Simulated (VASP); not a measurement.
# Ca in VASP: single point with PBEsol

Aim: the single point of Ca with PBEsol.

Everything below comes from runs of VASP 6.6.1. Logs are shortened: lines on timing, memory, paths and dates and some standing lists are left out, and cuts for length are marked.

**1. The cell of the first run**

The cell holds a slab with vacuum, 8 atoms: a = 3.854 Å, b = 6.340 Å, c = 27.237 Å, α = 90.00°, β = 90.00°, γ = 90.00°.

**2. Single point, PBEsol**

Input file INCAR:

```
PREC = Accurate
ENCUT = 520
EDIFF = 1E-6
ISMEAR = 0
SIGMA = 0.1
LREAL = F
LASPH = T
NELM = 80
ALGO = Normal
ISIF = 2
LWAVE = F
LCHARG = F
LDIPOL = T
IDIPOL = 3
DIPOL = 0.5 0.5 0.500
GGA = PS
NBANDS = 50
```

Input file KPOINTS:

```
Automatic mesh
0
Gamma
  9 6 1
```

Input file POSCAR:

```
Ca
1.0
    3.8536567445      0.0000000000      0.0000000000
    0.0000000000      6.3401854572      0.0000000000
    0.0000000000      0.0000000000     27.2370036734
Ca
8
Direct
    0.0000000000      0.2500000000      0.2753606854
    0.0000000000      0.7500000000      0.3570477089
    0.5000000000      0.2500000000      0.3978912206
    0.5000000000      0.7500000000      0.4795782441
    0.0000000000      0.2500000000      0.5204217559
    0.0000000000      0.7500000000      0.6021087794
    0.5000000000      0.2500000000      0.6429522911
    0.5000000000      0.7500000000      0.7246393146
```

Potentials or basis: VASP PAW PBE potentials, release 64 (Ca_sv).

Command:

```
$ cat potpaw_PBE.64/Ca_sv/POTCAR > POTCAR
$ mpirun -np 1 vasp_std > vasp.out
```

OUTCAR:

```text
PREC = Accurate
   ENCUT = 520
   EDIFF = 1E-6
   ISMEAR = 0
   LREAL = F
   LASPH = T
   NELM = 80
   ISIF = 2
   GGA = PS

 ion  position               nearest neighbor table
   1  0.000  0.250  0.275-
   2  0.000  0.750  0.357-
   3  0.500  0.250  0.398-
   4  0.500  0.750  0.480-
   5  0.000  0.250  0.520-
   6  0.000  0.750  0.602-
   7  0.500  0.250  0.643-
   8  0.500  0.750  0.725-

  LATTYP: Found a simple orthorhombic cell.
 ALAT       =     3.8536567445
 B/A-ratio  =     1.6452387635
 C/A-ratio  =     7.0678333539

  Lattice vectors:

 A1 = (   3.8536567445,   0.0000000000,   0.0000000000)
 A2 = (   0.0000000000,   6.3401854572,   0.0000000000)
 A3 = (   0.0000000000,   0.0000000000,  27.2370036734)

Analysis of symmetry for initial positions (statically):
=====================================================================
 Subroutine PRICEL returns:
 Original cell was already a primitive cell.

 Routine SETGRP: Setting up the symmetry group for a
 simple orthorhombic supercell.

 Subroutine GETGRP returns: Found  8 space group operations
 (whereof  2 operations were pure point group operations)
 out of a pool of  8 trial point group operations.

The static configuration has the point symmetry C_1h.
 The point group associated with its full space group is D_2h.

Analysis of symmetry for dynamics (positions and initial velocities):
=====================================================================
 Subroutine PRICEL returns:
 Original cell was already a primitive cell.

 Routine SETGRP: Setting up the symmetry group for a
 simple orthorhombic supercell.

 Subroutine GETGRP returns: Found  8 space group operations
 (whereof  2 operations were pure point group operations)
 out of a pool of  8 trial point group operations.

The dynamic configuration has the point symmetry C_1h.
 The point group associated with its full space group is D_2h.

 Subroutine INISYM returns: Found  8 space group operations
 (whereof  2 operations are pure point group operations),
 and found     1 'primitive' translations

----------------------------------------------------------------------------------------
[... 106 lines left out ...]
   ISIF   =      2    stress and relaxation
   ISYM   =      2    0-nonsym 1-usesym 2-fastsym
   POTIM  = 0.5000    time-step for ionic-motion
   TEBEG  =    0.0;   TEEND  =   0.0 temperature during run
   PSTRESS=    0.0 pullay stress
   NELECT =      80.0000    total number of electrons
   NUPDOWN=      -1.0000    fix difference up-down
   EMIN   =  10.00;   EMAX   =-10.00  energy-range for DOS
   EFERMI =   0.00;   METHOD = LEGACY
   ISMEAR =     0;   SIGMA  =   0.10  broadening in eV -4-tet -1-fermi 0-gaus
   EFERMI_NEDOS =   21; number of points for ismear=-14 and -15
   IALGO  =     38    algorithm
   IMIX   =      4    mixing-type and parameters
     AMIX     =   0.40;   BMIX     =  1.00
     AMIX_MAG =   1.60;   BMIX_MAG =  1.00
  volume/ion in A,a.u.               =      83.18       561.36
  Fermi-wavevector in a.u.,A,eV,Ry     =   0.807967  1.526835  8.882019  0.652810
  Thomas-Fermi vector in A             =   1.916684
   LORBIT       =      0    0 simple, 1 ext, 2 COOP (PROOUT), +10 PAW based schemes
   GGA     = PS    functional components
   LHFCALC =     F    Hartree Fock is set to
   AEXX    =    0.0000 exact exchange contribution
   IVDW    =     0    specifies the selected vdW correction
   LEPSILON=     F    determine dielectric tensor
   LRPA    =     F    only Hartree local field effects (RPA)
 non-spin polarized calculation
 Gauss-broadening in eV      SIGMA  =   0.10
  energy-cutoff  :      520.00
  volume of cell :      665.48
 maximum number of plane-waves:     17951
 NGX is ok and might be reduce to    30
   NGX = 15   NGY = 23   NGZ =101

 dipolmoment           0.000000      0.000000     -0.000000 electrons x Angstroem

 number of electron      80.0000004 magnetization

 dipolmoment           0.000000      0.000000      0.000000 electrons x Angstroem

 Free energy of the ion-electron system (eV)
  ---------------------------------------------------
  ext. energy  EPLUGINS =         0.00000000
  ---------------------------------------------------
  free energy    TOTEN  =       -15.02388399 eV

  energy without entropy =      -14.96515847  energy(sigma->0) =      -14.99452123

 E-fermi :  -0.2218     XC(G=0):  -4.6507

 val. band max:       -0.2339805647   @ k =   0.0000   0.0000   0.0000
 cond. band min:      -0.2153509837   @ k =   0.2222   0.0000   0.0000
 fundamental gap:      0.0186295810
 Fermi energy:        -0.2218235008

 k-point     1 :       0.0000    0.0000    0.0000
  band No.  band energies     occupation
      1     -43.0124      2.00000
      2     -43.0124      2.00000
      3     -42.2930      2.00000
      4     -42.2930      2.00000
      5     -42.0131      2.00000
      6     -42.0023      2.00000
[... 1049 lines left out ...]
     49       0.7458      0.00000
     50       0.7459      0.00000

------------------------ aborting loop because EDIFF is reached ----------------------------------------

 vacuum level on the upper side and lower side of the slab       (xc-potential included)        -0.218        -0.218

  FORCE on cell =-STRESS in cart. coord.  units (eV):
  Direction    XX          YY          ZZ          XY          YZ          ZX
  --------------------------------------------------------------------------------------
  -------------------------------------------------------------------------------------
  Total       -0.6475325     -0.9962886     -1.4106622      0.0000000      0.0000000      0.0000000
  in kB       -1.5589702     -2.3986199     -3.3962473      0.0000000      0.0000000      0.0000000
  external PRESSURE =      -2.4512791 kB  Pullay stress =       0.0000000 kB

 VOLUME and BASIS-vectors are now :
 -----------------------------------------------------------------------------
  energy-cutoff  :      520.00
  volume of cell :      665.48
      direct lattice vectors                 reciprocal lattice vectors
     3.853656744  0.000000000  0.000000000     0.259493792  0.000000000  0.000000000
     0.000000000  6.340185457  0.000000000     0.000000000  0.157724093  0.000000000
     0.000000000  0.000000000 27.237003673     0.000000000  0.000000000  0.036714758

 POSITION                                       TOTAL-FORCE (eV/Angst)
 -----------------------------------------------------------------------------------
      0.00000      1.58505      7.50000        -0.000000     -0.000000      0.196398
      0.00000      4.75514      9.72491        -0.000000      0.000000     -0.072299
      1.92683      1.58505     10.83736         0.000000     -0.000000     -0.086036
      1.92683      4.75514     13.06227         0.000000      0.000000     -0.019068
      0.00000      1.58505     14.17473         0.000000      0.000000      0.019068
      0.00000      4.75514     16.39964         0.000000     -0.000000      0.086036
      1.92683      1.58505     17.51209        -0.000000     -0.000000      0.072299
      1.92683      4.75514     19.73700        -0.000000     -0.000000     -0.196398
 -----------------------------------------------------------------------------------
    total drift:                                0.000000      0.000000      0.000000

  FREE ENERGIE OF THE ION-ELECTRON SYSTEM (eV)
  ---------------------------------------------------
  free  energy   TOTEN  =       -15.0238839899 eV

  energy  without entropy=      -14.9651584711  energy(sigma->0) =      -14.99452123

 vacuum level on the upper side and lower side of the slab         2.219         2.219
```

OSZICAR:

```text
N       E                     dE             d eps       ncg     rms          rms(c)
DAV:   1     0.671781026569E+03    0.67178E+03   -0.38877E+04  2656   0.131E+03
DAV:   2     0.331774217933E+02   -0.63860E+03   -0.62790E+03  2186   0.392E+02
DAV:   3    -0.853472222557E+01   -0.41712E+02   -0.40709E+02  2980   0.652E+01
[... 16 lines left out ...]
DAV:  20    -0.150238461847E+02   -0.28040E-04   -0.32390E-06  1608   0.782E-03    0.244E-03
DAV:  21    -0.150238725767E+02   -0.26392E-04   -0.40955E-06  1664   0.431E-03    0.111E-03
DAV:  22    -0.150238809876E+02   -0.84109E-05   -0.91986E-07  1656   0.368E-03    0.873E-04
DAV:  23    -0.150238833987E+02   -0.24111E-05   -0.28453E-07  1576   0.167E-03    0.474E-04
DAV:  24    -0.150238839899E+02   -0.59123E-06   -0.80568E-08  1408   0.786E-04
   1 F= -.15023884E+02 E0= -.14994521E+02  d E =-.587255E-01
```

Wall time 24 min (1 thread of Intel Xeon Platinum 8488C (Sapphire Rapids), shared host); peak memory 0.88 GiB.

Results:

| Item | Value |
| --- | --- |
| Free energy | -15.0239 eV |
| Largest force | 0.196 eV/Å |
| Band gap on the k mesh | zero (bands 40 and 41 overlap by 0.21 eV) |

Forces in eV/Å, atoms in the order of the input:
```
Ca   0.000  0.000  0.196
Ca   0.000  0.000 -0.072
Ca   0.000  0.000 -0.086
Ca   0.000  0.000 -0.019
Ca   0.000  0.000  0.019
Ca   0.000  0.000  0.086
Ca   0.000  0.000  0.072
Ca   0.000  0.000 -0.196
```

Caveat: the PAW data sets were made with another functional, which shifts forces and pressure a little.
